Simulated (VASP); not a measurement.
# Au (I4/mmm) in VASP: further runs, part 2 of 2

VASP 6.6.1. The steps go on from the part before.

### 4 Single point, PBEsol (biaxial strain in the a-b plane: +4.0 %)

INCAR

```
  PREC = Accurate
  ENCUT = 520
  EDIFF = 1E-6
  ISMEAR = 0
  SIGMA = 0.1
  LREAL = False
  LASPH = True
  NELM = 100
  ALGO = Fast
  ISIF = 2
  LWAVE = False
  LCHARG = False
  GGA = PS
  NBANDS = 18
```

KPOINTS

```
Automatic mesh
0
Gamma
  16 16 16
```

POSCAR

```
Au
1.0
    3.3718326599      0.0000000000      0.0000000000
    0.0000000000      3.3718326599      0.0000000000
    0.0000000000      0.0000000000      3.1643352654
Au
2
Direct
    0.0000000000      0.0000000000      0.0000000000
    0.5000000000      0.5000000000      0.5000000000
```

Potentials or basis: VASP PAW PBE potentials, release 64 (Au).

Command:

```bash
$ cat potpaw_PBE.64/Au/POTCAR > POTCAR
$ mpirun -np 1 vasp_std > vasp.out
```

OUTCAR:

```text
PREC = Accurate
   ENCUT = 520
   EDIFF = 1E-6
   ISMEAR = 0
   LREAL = False
   LASPH = True
   NELM = 100
   ISIF = 2
   GGA = PS

 ion  position               nearest neighbor table
   1  0.000  0.000  0.000-   2 2.86   2 2.86   2 2.86   2 2.86   2 2.86   2 2.86   2 2.86   2 2.86

   2  0.500  0.500  0.500-   1 2.86   1 2.86   1 2.86   1 2.86   1 2.86   1 2.86   1 2.86   1 2.86

  LATTYP: Found a simple tetragonal cell.
 ALAT       =     3.3718326599
 C/A-ratio  =     0.9384615384

  Lattice vectors:

 A1 = (   3.3718326599,   0.0000000000,   0.0000000000)
 A2 = (   0.0000000000,   3.3718326599,   0.0000000000)
 A3 = (   0.0000000000,   0.0000000000,   3.1643352654)

Analysis of symmetry for initial positions (statically):
=====================================================================
 Subroutine PRICEL returns following result:

  LATTYP: Found a body centered tetragonal cell.
 ALAT       =     3.3718326599
 C/A-ratio  =     0.9384615384

  Lattice vectors:

 A1 = (  -1.6859163299,  -1.6859163299,  -1.5821676327)
 A2 = (   1.6859163299,   1.6859163299,  -1.5821676327)
 A3 = (   1.6859163299,  -1.6859163300,   1.5821676327)

   2 primitive cells build up your supercell.

 Routine SETGRP: Setting up the symmetry group for a
 simple tetragonal supercell.

 Subroutine GETGRP returns: Found 16 space group operations
 (whereof 16 operations were pure point group operations)
 out of a pool of 16 trial point group operations.

The static configuration has the point symmetry D_4h.

Analysis of symmetry for dynamics (positions and initial velocities):
=====================================================================
 Subroutine PRICEL returns following result:

  LATTYP: Found a body centered tetragonal cell.
 ALAT       =     3.3718326599
 C/A-ratio  =     0.9384615384

  Lattice vectors:

 A1 = (  -1.6859163299,  -1.6859163299,  -1.5821676327)
 A2 = (   1.6859163299,   1.6859163299,  -1.5821676327)
 A3 = (   1.6859163299,  -1.6859163300,   1.5821676327)

   2 primitive cells build up your supercell.

 Routine SETGRP: Setting up the symmetry group for a
 simple tetragonal supercell.

 Subroutine GETGRP returns: Found 16 space group operations
 (whereof 16 operations were pure point group operations)
 out of a pool of 16 trial point group operations.

The dynamic configuration has the point symmetry D_4h.

 Subroutine INISYM returns: Found 16 space group operations
 (whereof 16 operations are pure point group operations),
 and found     2 'primitive' translations

----------------------------------------------------------------------------------------

                                     Primitive cell

  volume of cell :      17.9881

  direct lattice vectors                    reciprocal lattice vectors
    -1.685916330 -1.685916330 -1.582167633     0.000000000 -0.296574623 -0.316022139
     1.685916330  1.685916330 -1.582167633     0.296574623  0.000000000 -0.316022139
     1.685916330 -1.685916330  1.582167633     0.296574623 -0.296574623  0.000000000

  length of vectors
     2.861447564  2.861447564  2.861447564     0.433389547  0.433389547  0.419419854

[... 27 lines left out ...]

 Subroutine IBZKPT returns following result:
 ===========================================

 Found    405 irreducible k-points:

 Following reciprocal coordinates:
            Coordinates               Weight
  0.000000  0.000000  0.000000      1.000000
  0.062500  0.000000  0.000000      4.000000
  0.125000  0.000000  0.000000      4.000000
  0.187500  0.000000  0.000000      4.000000
  0.250000  0.000000  0.000000      4.000000
  0.312500  0.000000  0.000000      4.000000
[... 16 lines left out ...]
  0.437500  0.125000  0.000000      8.000000
  0.500000  0.125000  0.000000      4.000000
 [... further k-points ...]
   k-points           NKPTS =    405   k-points in BZ     NKDIM =    405   number of bands    NBANDS=     18
   number of dos      NEDOS =    301   number of ions     NIONS =      2
   total plane-waves  NPLWV =  18816
   dimension x,y,z NGX =    28 NGY =   28 NGZ =   24
   dimension x,y,z NGXF=    56 NGYF=   56 NGZF=   48
   ions per type =               2
   NGX,Y,Z   is equivalent  to a cutoff of  13.81, 13.81, 12.61 a.u.
   NGXF,Y,Z  is equivalent  to a cutoff of  27.61, 27.61, 25.22 a.u.
 SYSTEM =  unknown system
   PREC   = accura    normal or accurate (medium, high low for compatibility)
   ISTART =      0    job   : 0-new  1-cont  2-samecut
   ICHARG =      2    charge: 1-file 2-atom 10-const
   ISPIN  =      1    spin polarized calculation?
   LNONCOLLINEAR =      F non collinear calculations
   LSORBIT =      F    spin-orbit coupling
   LASPH  =      T    aspherical Exc in radial PAW
   ENCUT  =  520.0 eV  38.22 Ry    6.18 a.u.   6.27  6.27  5.88*2*pi/ulx,y,z
   NELM   =    100;   NELMIN=  2; NELMDL= -5     # of ELM steps
   EDIFF  = 0.1E-05   stopping-criterion for ELM
   LREAL  =      F    real-space projection
   EDIFFG = 0.1E-04   stopping-criterion for IOM
   NSW    =      0    number of steps for IOM
   IBRION =     -1    ionic relax: 0-MD 1-quasi-New 2-CG
   NFREE  =      0    steps in history (QN), initial steepest desc. (CG)
   ISIF   =      2    stress and relaxation
   ISYM   =      2    0-nonsym 1-usesym 2-fastsym
   POTIM  = 0.5000    time-step for ionic-motion
   TEBEG  =    0.0;   TEEND  =   0.0 temperature during run
   PSTRESS=    0.0 pullay stress
   NELECT =      22.0000    total number of electrons
   NUPDOWN=      -1.0000    fix difference up-down
   EMIN   =  10.00;   EMAX   =-10.00  energy-range for DOS
   EFERMI =   0.00;   METHOD = LEGACY
   ISMEAR =     0;   SIGMA  =   0.10  broadening in eV -4-tet -1-fermi 0-gaus
   EFERMI_NEDOS =   21; number of points for ismear=-14 and -15
   IALGO  =     68    algorithm
   IMIX   =      4    mixing-type and parameters
     AMIX     =   0.40;   BMIX     =  1.00
     AMIX_MAG =   1.60;   BMIX_MAG =  1.00
  volume/ion in A,a.u.               =      17.99       121.39
  Fermi-wavevector in a.u.,A,eV,Ry     =   1.389561  2.625889 26.271206  1.930879
  Thomas-Fermi vector in A             =   2.513580
   LORBIT       =      0    0 simple, 1 ext, 2 COOP (PROOUT), +10 PAW based schemes
   GGA     = PS    functional components
   LHFCALC =     F    Hartree Fock is set to
   AEXX    =    0.0000 exact exchange contribution
   IVDW    =     0    specifies the selected vdW correction
   LEPSILON=     F    determine dielectric tensor
   LRPA    =     F    only Hartree local field effects (RPA)
 non-spin polarized calculation
 RMM-DIIS sequential band-by-band and
 Gauss-broadening in eV      SIGMA  =   0.10
  energy-cutoff  :      520.00
  volume of cell :       35.98
 maximum number of plane-waves:       996
 NGX is ok and might be reduce to    28
   NGX = 13   NGY = 13   NGZ = 11

 number of electron      22.0000007 magnetization

 Free energy of the ion-electron system (eV)
  ---------------------------------------------------
  ext. energy  EPLUGINS =         0.00000000
  ---------------------------------------------------
  free energy    TOTEN  =        -7.76064215 eV

  energy without entropy =       -7.75829664  energy(sigma->0) =       -7.75946940

 E-fermi :   8.4170     XC(G=0): -12.5680

 val. band max:        8.3970799096   @ k =   0.4375   0.0625   0.5000
 cond. band min:       8.4366417388   @ k =   0.2500   0.0000   0.4375
 fundamental gap:      0.0395618292
 Fermi energy:         8.4169743421

 k-point     1 :       0.0000    0.0000    0.0000
  band No.  band energies     occupation
      1      -0.9485      2.00000
      2       2.0423      2.00000
      3       2.0430      2.00000
      4       3.5896      2.00000
      5       3.9911      2.00000
      6       3.9911      2.00000
[... 481 lines left out ...]
      5       4.1750      2.00000
      6       4.1750      2.00000
[... 10 lines left out ...]
     17      22.8981      0.00000
     18      22.8981      0.00000

 [... further k-points ...]

------------------------ aborting loop because EDIFF is reached ----------------------------------------

  FORCE on cell =-STRESS in cart. coord.  units (eV):
  Direction    XX          YY          ZZ          XY          YZ          ZX
  --------------------------------------------------------------------------------------
  -------------------------------------------------------------------------------------
  Total       -1.7487061     -1.7487061     -1.8964706      0.0000000      0.0000000     -0.0000000
  in kB      -77.8776596    -77.8776596    -84.4582692      0.0000000      0.0000000     -0.0000000
  external PRESSURE =     -80.0711961 kB  Pullay stress =       0.0000000 kB

 VOLUME and BASIS-vectors are now :
 -----------------------------------------------------------------------------
  energy-cutoff  :      520.00
  volume of cell :       35.98
      direct lattice vectors                 reciprocal lattice vectors
     3.371832660  0.000000000  0.000000000     0.296574623  0.000000000  0.000000000
     0.000000000  3.371832660  0.000000000     0.000000000  0.296574623  0.000000000
     0.000000000  0.000000000  3.164335265     0.000000000  0.000000000  0.316022139

 POSITION                                       TOTAL-FORCE (eV/Angst)
 -----------------------------------------------------------------------------------
      0.00000      0.00000      0.00000         0.000000     -0.000000      0.000000
      1.68592      1.68592      1.58217        -0.000000      0.000000     -0.000000
 -----------------------------------------------------------------------------------
    total drift:                                0.000000      0.000000      0.000000

  FREE ENERGIE OF THE ION-ELECTRON SYSTEM (eV)
  ---------------------------------------------------
  free  energy   TOTEN  =        -7.7606421485 eV

  energy  without entropy=       -7.7582966445  energy(sigma->0) =       -7.75946940
```

stdout:

```text
POSCAR found type information on POSCAR Au
 POSCAR found :  1 types and       2 ions
 scaLAPACK will be used
 -----------------------------------------------------------------------------
|                                                                             |
|                                                                             |
|     You enforced a specific xc type in the INCAR file but a different       |
|     I HOPE YOU KNOW WHAT YOU ARE DOING!                                     |
|                                                                             |
 -----------------------------------------------------------------------------

 LDA part: xc-table for (Slater+PW92), standard interpolation
 POSCAR, INCAR and KPOINTS ok, starting setup
 FFT: planning ... GRIDC
 FFT: planning ... GRID_SOFT
 FFT: planning ... GRID
 WAVECAR not read
 entering main loop
```

Wall time 3.2 min (1 thread of Intel Xeon 8259CL, shared host); peak memory 0.32 GiB.

What came out:

```
Free energy            : -7.7606 eV
Pressure               : -8.0 GPa
Band gap on the k mesh : zero (bands 11 and 12 overlap by 5.09 eV)
```

Levels at points of the mesh, in eV from the Fermi level:
```
           k point  band 7  band 8  band 9  band 10  band 11  band 12  band 13  band 14  band 15  band 16
(0.00, 0.00, 0.00)   -3.07   -2.59   -1.78    -1.78    -1.65     5.60     5.60     7.43     8.90    14.78
(0.50, 0.00, 0.00)   -3.77   -3.77   -3.20    -3.20    -2.13    -2.13    12.38    12.38    12.56    12.56
(0.50, 0.50, 0.00)   -2.75   -2.75   -1.45    -1.45    -0.71    -0.71     2.91     2.91    12.93    12.93
(0.00, 0.00, 0.50)   -4.13   -4.13   -3.36    -3.36    -1.39    -1.39    11.73    11.73    13.23    13.23
(0.50, 0.00, 0.50)   -2.40   -2.40   -1.38    -1.38    -0.34    -0.34     3.42     3.42    12.01    12.01
(0.50, 0.50, 0.50)   -2.68   -2.68   -2.46    -2.46     2.75     2.75     6.58     6.58     7.14     7.14
```

Caveat: the cell differs from its parent crystal (biaxial strain in the a-b plane: +4.0 %); the cell stands under tension; the PAW data sets were made with another functional, which shifts forces and pressure a little; spin-orbit coupling is left out, which moves the levels of the heavy elements.

### 5 Single point, PBEsol (biaxial strain in the a-b plane: +6.0 %)

INCAR

```
SYSTEM = Au
  PREC = Accurate
  ENCUT = 520
  EDIFF = 1E-6
  ISMEAR = 0
  SIGMA = 0.1
  LREAL = .FALSE.
  LASPH = .TRUE.
  NELM = 80
  ALGO = Fast
  ISIF = 2
  LWAVE = .FALSE.
  LCHARG = .TRUE.
  GGA = PS
  LELF = .TRUE.
  LVHAR = .TRUE.
  NBANDS = 18
```

KPOINTS

```
regular mesh
0
G
  16 16 16
  0 0 0
```

POSCAR

```
Au
1.0
    3.4366755956      0.0000000000      0.0000000000
    0.0000000000      3.4366755956      0.0000000000
    0.0000000000      0.0000000000      3.1254295040
Au
2
Direct
    0.0000000000      0.0000000000      0.0000000000
    0.5000000000      0.5000000000      0.5000000000
```

Command:

```bash
$ cat potpaw_PBE.64/Au/POTCAR > POTCAR
$ mpirun -np 1 vasp_std > vasp.out
```

Wall time 2.7 min (1 thread of Intel Xeon 8259CL, shared host); peak memory 0.33 GiB.

It converged, with:

```
Free energy            : -7.7090 eV
Pressure               : -10.9 GPa
Band gap on the k mesh : zero (bands 11 and 12 overlap by 5.16 eV)
```

Stress tensor (GPa, compression positive):
```
-10.57   0.00   0.00
  0.00 -10.57   0.00
  0.00   0.00 -11.55
```

Levels at points of the mesh, in eV from the Fermi level:
| k point | band 8 | band 9 | band 10 | band 11 | band 12 | band 13 | band 14 | band 15 |
| --- | --- | --- | --- | --- | --- | --- | --- | --- |
| (0.00, 0.00, 0.00) | -2.46 | -1.79 | -1.79 | -1.61 | 5.31 | 5.31 | 8.02 | 8.45 |
| (0.50, 0.00, 0.00) | -3.56 | -3.08 | -3.08 | -2.20 | -2.20 | 11.98 | 11.98 | 12.12 |
| (0.50, 0.50, 0.00) | -2.75 | -1.48 | -1.48 | -0.70 | -0.70 | 2.62 | 2.62 | 13.25 |
| (0.00, 0.00, 0.50) | -4.08 | -3.31 | -3.31 | -1.12 | -1.12 | 11.30 | 11.30 | 12.95 |
| (0.50, 0.00, 0.50) | -2.21 | -1.41 | -1.41 | -0.17 | -0.17 | 3.39 | 3.39 | 11.85 |
| (0.50, 0.50, 0.50) | -2.68 | -2.38 | -2.38 | 2.76 | 2.76 | 6.31 | 6.31 | 7.13 |

Caveat: the cell differs from its parent crystal (biaxial strain in the a-b plane: +6.0 %); the cell stands under tension; the PAW data sets were made with another functional, which shifts forces and pressure a little; spin-orbit coupling is left out, which moves the levels of the heavy elements.

### 6 Overview

```tsv
cell	further INCAR settings	gap on the mesh (eV)	pressure (GPa)
a = 3.048, b = 3.048, c = 3.687 Å, 2 atoms	ALGO = Fast; EDIFF = 1e-07; NBANDS = 18	none	-1.0
a = 3.437, b = 3.437, c = 2.907 Å, 2 atoms	ALGO = Fast; EDIFF = 1e-06; NBANDS = 18	none	-0.6
a = 3.372, b = 3.372, c = 3.164 Å, 2 atoms	ALGO = Fast; EDIFF = 1e-06; NBANDS = 18	none	-8.0
a = 3.437, b = 3.437, c = 3.125 Å, 2 atoms	ALGO = Fast; EDIFF = 1e-06; NBANDS = 18	none	-10.9
```

Alike in all rows: task single point; level PBEsol; potentials or basis VASP PAW PBE potentials, release 64 (Au); no spin polarisation; k mesh 16 × 16 × 16; cutoff (eV) 520; smearing gaussian 0.1 eV.

Caveats: the PAW data sets were made with another functional, which shifts forces and pressure a little; spin-orbit coupling is left out, which moves the levels of the heavy elements; the cell stands under tension (at least some runs).

Absolute energies hang on the potentials; compare differences alone.
